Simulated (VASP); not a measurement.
# ScSi2 in VASP: notebook

ScSi2 is run at these levels: PBE; tasks: single point.

All numbers are computed with VASP 6.6.1; they aren't measurements. Logs are shortened: lines on timing, memory, paths and dates and some standing lists are left out, and cuts for length are marked.

## Step 1: The cell of the first run

It takes space group P6/mmm (No. 191, hexagonal). The conventional cell has a = 3.660 Å, b = 3.660 Å, c = 3.870 Å, α = 90.00°, β = 90.00°, γ = 120.00°. Within 3.8 Å of Sc (site symmetry 6/mmm) lie 12 Si at 2.87 Å and 6 Sc at 3.66 Å. Si (site symmetry -6m2) has 3 Si at 2.11 Å within 2.8 Å.

## Step 2: Single point, PBE

Input file INCAR:

```
SYSTEM = ScSi2
ALGO = Normal ; EDIFF = 1E-6
ENCUT = 520 ; GGA = PE
ISIF = 2 ; ISMEAR = -1
LASPH = .TRUE. ; LCHARG = .FALSE.
LREAL = .FALSE. ; LWAVE = .FALSE.
NBANDS = 16 ; NELM = 60
PREC = Accurate ; SIGMA = 0.05
```

Input file KPOINTS:

```
k-points
0
G
  10 10 8
  0 0 0
```

Input file POSCAR:

```
ScSi2
1.0
    3.6600000000      0.0000000000      0.0000000000
   -1.8300000000      3.1696529779      0.0000000000
    0.0000000000      0.0000000000      3.8700000000
Sc Si
1 2
Direct
    0.0000000000      0.0000000000      0.0000000000
    0.3333333333      0.6666666667      0.5000000000
    0.6666666667      0.3333333333      0.5000000000
```

Potentials or basis: VASP PAW PBE potentials, release 64 (Sc_sv, Si).

Started as:

```bash
> cat potpaw_PBE.64/Sc_sv/POTCAR potpaw_PBE.64/Si/POTCAR > POTCAR
> mpirun -np 1 vasp_std > vasp.out
```

OUTCAR:

```text
SYSTEM = ScSi2
   EDIFF = 1E-6
   ENCUT = 520
   GGA = PE
   ISIF = 2
   ISMEAR = -1
   LASPH = .TRUE.
   LREAL = .FALSE.
   NELM = 60
   PREC = Accurate

 ion  position               nearest neighbor table
   1  0.000  0.000  0.000-   2 2.87   3 2.87   2 2.87   3 2.87   3 2.87   3 2.87   2 2.87   2 2.87
                             3 2.87   3 2.87   2 2.87   2 2.87
   2  0.333  0.667  0.500-   3 2.11   3 2.11   3 2.11   1 2.87   1 2.87   1 2.87   1 2.87   1 2.87
                             1 2.87
   3  0.667  0.333  0.500-   2 2.11   2 2.11   2 2.11   1 2.87   1 2.87   1 2.87   1 2.87   1 2.87
                             1 2.87

  LATTYP: Found a hexagonal cell.
 ALAT       =     3.6600000000
 C/A-ratio  =     1.0573770492

  Lattice vectors:

 A1 = (   3.6600000000,   0.0000000000,   0.0000000000)
 A2 = (  -1.8300000000,   3.1696529779,   0.0000000000)
 A3 = (   0.0000000000,   0.0000000000,   3.8700000000)

Analysis of symmetry for initial positions (statically):
=====================================================================
 Subroutine PRICEL returns:
 Original cell was already a primitive cell.

 Routine SETGRP: Setting up the symmetry group for a
 hexagonal supercell.

 Subroutine GETGRP returns: Found 24 space group operations
 (whereof 24 operations were pure point group operations)
 out of a pool of 24 trial point group operations.

The static configuration has the point symmetry D_6h.

Analysis of symmetry for dynamics (positions and initial velocities):
=====================================================================
 Subroutine PRICEL returns:
 Original cell was already a primitive cell.

 Routine SETGRP: Setting up the symmetry group for a
 hexagonal supercell.

 Subroutine GETGRP returns: Found 24 space group operations
 (whereof 24 operations were pure point group operations)
 out of a pool of 24 trial point group operations.

The dynamic configuration has the point symmetry D_6h.

 Subroutine INISYM returns: Found 24 space group operations
 (whereof 24 operations are pure point group operations),
 and found     1 'primitive' translations

----------------------------------------------------------------------------------------

                                     Primitive cell

  volume of cell :      44.8956

  direct lattice vectors                    reciprocal lattice vectors
     3.660000000  0.000000000  0.000000000     0.273224044  0.157745975  0.000000000
    -1.830000000  3.169652978  0.000000000     0.000000000  0.315491950  0.000000000
     0.000000000  0.000000000  3.870000000     0.000000000  0.000000000  0.258397933
[... 84 lines left out ...]
   ENCUT  =  520.0 eV  38.22 Ry    6.18 a.u.   6.81  6.81  7.20*2*pi/ulx,y,z
   NELM   =     60;   NELMIN=  2; NELMDL= -5     # of ELM steps
   EDIFF  = 0.1E-05   stopping-criterion for ELM
   LREAL  =      F    real-space projection
   EDIFFG = 0.1E-04   stopping-criterion for IOM
   NSW    =      0    number of steps for IOM
   IBRION =     -1    ionic relax: 0-MD 1-quasi-New 2-CG
   NFREE  =      0    steps in history (QN), initial steepest desc. (CG)
   ISIF   =      2    stress and relaxation
   ISYM   =      2    0-nonsym 1-usesym 2-fastsym
   POTIM  = 0.5000    time-step for ionic-motion
   TEBEG  =    0.0;   TEEND  =   0.0 temperature during run
   PSTRESS=    0.0 pullay stress
   NELECT =      19.0000    total number of electrons
   NUPDOWN=      -1.0000    fix difference up-down
   EMIN   =  10.00;   EMAX   =-10.00  energy-range for DOS
   EFERMI =   0.00;   METHOD = LEGACY
   ISMEAR =    -1;   SIGMA  =   0.05  broadening in eV -4-tet -1-fermi 0-gaus
   EFERMI_NEDOS =   21; number of points for ismear=-14 and -15
   IALGO  =     38    algorithm
   IMIX   =      4    mixing-type and parameters
     AMIX     =   0.40;   BMIX     =  1.00
     AMIX_MAG =   1.60;   BMIX_MAG =  1.00
  volume/ion in A,a.u.               =      14.97       100.99
  Fermi-wavevector in a.u.,A,eV,Ry     =   1.229112  2.322685 20.554542  1.510716
  Thomas-Fermi vector in A             =   2.364012
   LORBIT       =      0    0 simple, 1 ext, 2 COOP (PROOUT), +10 PAW based schemes
   GGA     = PE    functional components
   LHFCALC =     F    Hartree Fock is set to
   AEXX    =    0.0000 exact exchange contribution
   IVDW    =     0    specifies the selected vdW correction
   LEPSILON=     F    determine dielectric tensor
   LRPA    =     F    only Hartree local field effects (RPA)
 non-spin polarized calculation
  energy-cutoff  :      520.00
  volume of cell :       44.90
 maximum number of plane-waves:      1220
 NGX is ok and might be reduce to    28
   NGX = 13   NGY = 13   NGZ = 15

 number of electron      19.0000001 magnetization

 Free energy of the ion-electron system (eV)
  ---------------------------------------------------
  ext. energy  EPLUGINS =         0.00000000
  ---------------------------------------------------
  free energy    TOTEN  =       -17.34821754 eV

  energy without entropy =      -17.33314737  energy(sigma->0) =      -17.34068246

 E-fermi :   9.2098     XC(G=0): -11.2380

 val. band max:        9.1723643640   @ k =   0.2000   0.1000   0.1250
 cond. band min:       9.2855843243   @ k =   0.4000   0.2000   0.1250
 fundamental gap:      0.1132199604
 Fermi energy:         9.2097582229

 k-point     1 :       0.0000    0.0000    0.0000
  band No.  band energies     occupation
      1     -40.3574      2.00000
      2     -19.0593      2.00000
      3     -18.9909      2.00000
      4     -18.9909      2.00000
      5      -4.6408      2.00000
      6       5.6632      2.00000
[... 433 lines left out ...]
      3     -19.0472      2.00000
      4     -19.0258      2.00000
      5      -1.8537      2.00000
      6      -0.1059      2.00000
[... 8 lines left out ...]
     15      12.8874      0.00000
     16      15.0639      0.00000

 [... further k-points ...]
[... 5 lines left out ...]
  --------------------------------------------------------------------------------------
  -------------------------------------------------------------------------------------
  Total       10.3903624     10.3903624      0.4351884      0.0000000      0.0000000     -0.0000000
  in kB      370.7981098    370.7981098     15.5304532      0.0000000      0.0000000     -0.0000000
  external PRESSURE =     252.3755576 kB  Pullay stress =       0.0000000 kB

 VOLUME and BASIS-vectors are now :
 -----------------------------------------------------------------------------
  energy-cutoff  :      520.00
  volume of cell :       44.90
      direct lattice vectors                 reciprocal lattice vectors
     3.660000000  0.000000000  0.000000000     0.273224044  0.157745975  0.000000000
    -1.830000000  3.169652978  0.000000000     0.000000000  0.315491950  0.000000000
     0.000000000  0.000000000  3.870000000     0.000000000  0.000000000  0.258397933

 POSITION                                       TOTAL-FORCE (eV/Angst)
 -----------------------------------------------------------------------------------
      0.00000      0.00000      0.00000        -0.000000      0.000000      0.000000
     -0.00000      2.11310      1.93500        -0.000000     -0.000000      0.000000
      1.83000      1.05655      1.93500         0.000000      0.000000      0.000000
 -----------------------------------------------------------------------------------
    total drift:                               -0.000000      0.000000      0.000000

  FREE ENERGIE OF THE ION-ELECTRON SYSTEM (eV)
  ---------------------------------------------------
  free  energy   TOTEN  =       -17.3482175400 eV

  energy  without entropy=      -17.3331473721  energy(sigma->0) =      -17.34068246
```

OSZICAR:

```text
N       E                     dE             d eps       ncg     rms          rms(c)
DAV:   1     0.120084395540E+03    0.12008E+03   -0.80874E+03  2256   0.112E+03
DAV:   2    -0.136597117102E+02   -0.13374E+03   -0.13029E+03  2288   0.326E+02
DAV:   3    -0.195146491454E+02   -0.58549E+01   -0.56126E+01  3544   0.661E+01
DAV:   4    -0.196244780868E+02   -0.10983E+00   -0.10977E+00  2760   0.916E+00
DAV:   5    -0.196281524894E+02   -0.36744E-02   -0.36742E-02  3512   0.162E+00    0.113E+01
DAV:   6    -0.173792785190E+02    0.22489E+01   -0.84189E+00  3728   0.270E+01    0.481E+00
DAV:   7    -0.173630806806E+02    0.16198E-01   -0.25337E-01  2656   0.354E+00    0.292E+00
DAV:   8    -0.173494145608E+02    0.13666E-01   -0.35678E-02  3096   0.212E+00    0.466E-01
DAV:   9    -0.173483579470E+02    0.10566E-02   -0.11351E-02  3448   0.117E+00    0.197E-01
DAV:  10    -0.173487645656E+02   -0.40662E-03   -0.62751E-03  3352   0.740E-01    0.141E-01
DAV:  11    -0.173482148291E+02    0.54974E-03   -0.29988E-03  3336   0.538E-01    0.154E-02
DAV:  12    -0.173482179374E+02   -0.31083E-05   -0.42089E-05  2792   0.537E-02    0.179E-02
DAV:  13    -0.173482175400E+02    0.39736E-06   -0.17532E-06  2256   0.135E-02
   1 F= -.17348218E+02 E0= -.17340682E+02  d E =-.150702E-01
```

It took 45 s on 1 thread of Intel Xeon Platinum 8259CL at 2.50GHz (Skylake/Cascade Lake), shared host; peak memory 0.19 GiB.

What came out:

```
Free energy : -17.3482 eV
Pressure    : 25.2 GPa
```

Levels at points of the mesh, in eV from the Fermi level:
```csv
k point,band 5,band 6,band 7,band 8,band 9,band 10,band 11,band 12,band 13,band 14
"(0.00, 0.00, 0.00)",-13.85,-3.55,-3.45,-3.45,-2.06,1.10,1.10,1.21,1.66,1.66
"(0.50, 0.00, 0.00)",-10.92,-9.78,-4.50,-3.20,-2.74,0.50,0.79,2.28,2.48,2.69
"(0.00, 0.00, 0.50)",-12.95,-7.32,-2.58,-2.58,-1.10,-1.10,0.34,0.34,1.73,2.65
"(0.50, 0.00, 0.50)",-10.88,-8.86,-4.94,-4.29,-3.82,-0.32,2.01,2.68,3.16,3.25
```

## Step 3: Single point, PBE (shortest bond scaled by 1.1)

Input file INCAR:

```
  PREC = Accurate
  ENCUT = 520
  EDIFF = 1E-7
  ISMEAR = -1
  SIGMA = 0.05
  LREAL = F
  LASPH = T
  NELM = 60
  ALGO = Normal
  ISIF = 2
  LWAVE = F
  LCHARG = T
  GGA = PE
  LELF = T
  LVHAR = T
  NBANDS = 16
```

Input file KPOINTS:

```
Automatic mesh
0
Gamma
  10 10 8
```

Input file POSCAR:

```
ScSi2
1.0
    3.6600000000      0.0000000000      0.0000000000
   -1.8300000000      3.1696529779      0.0000000000
    0.0000000000      0.0000000000      3.8700000000
Sc Si
1 2
Direct
    0.0000000000      0.0000000000      0.0000000000
    0.3666666666      0.6833333334      0.5000000000
    0.6333333334      0.3166666666      0.5000000000
```

Potentials or basis: VASP PAW PBE potentials, release 64 (Sc_sv, Si).

Started as:

```bash
> cat potpaw_PBE.64/Sc_sv/POTCAR potpaw_PBE.64/Si/POTCAR > POTCAR
> mpirun -np 1 vasp_std > vasp.out
```

Wall time 1.8 min (1 thread of Intel Xeon Platinum 8259CL at 2.50GHz (Skylake/Cascade Lake), shared host); peak memory 0.24 GiB.

Results (log left out):

| Quantity | Value |
| --- | --- |
| Free energy | -16.8833 eV |
| Pressure | 28.8 GPa |
| Largest force | 3.990 eV/Å |

Forces in eV/Å, atoms in the order of the input:
```
Sc   0.000  0.000  0.000
Si  -3.455 -1.995  0.000
Si   3.455  1.995  0.000
```

Stress tensor (GPa, compression positive):
```
 33.67 -15.70   0.00
-15.70  51.79   0.00
  0.00   0.00   1.06
```

Levels at points of the mesh, in eV from the Fermi level:
```csv
k point,band 7,band 8,band 9,band 10,band 11,band 12
"(0.00, 0.00, 0.00)",-3.57,-2.73,-2.07,0.42,1.20,1.45
"(0.50, 0.00, 0.00)",-4.86,-3.59,-2.92,0.85,1.35,2.45
"(0.00, 0.50, 0.00)",-4.20,-3.07,-2.70,0.10,0.75,2.04
"(0.00, 0.00, 0.50)",-3.31,-1.63,-1.58,-0.66,0.21,0.43
"(0.50, 0.00, 0.50)",-5.20,-4.60,-3.33,-0.53,1.94,2.68
"(0.00, 0.50, 0.50)",-4.71,-4.15,-4.07,-0.31,1.98,2.65
```

Caveat: the cell differs from its parent crystal (shortest bond scaled by 1.1); forces of over 1 eV/Å act on the atoms, so gaps and moduli don't describe the material at rest.
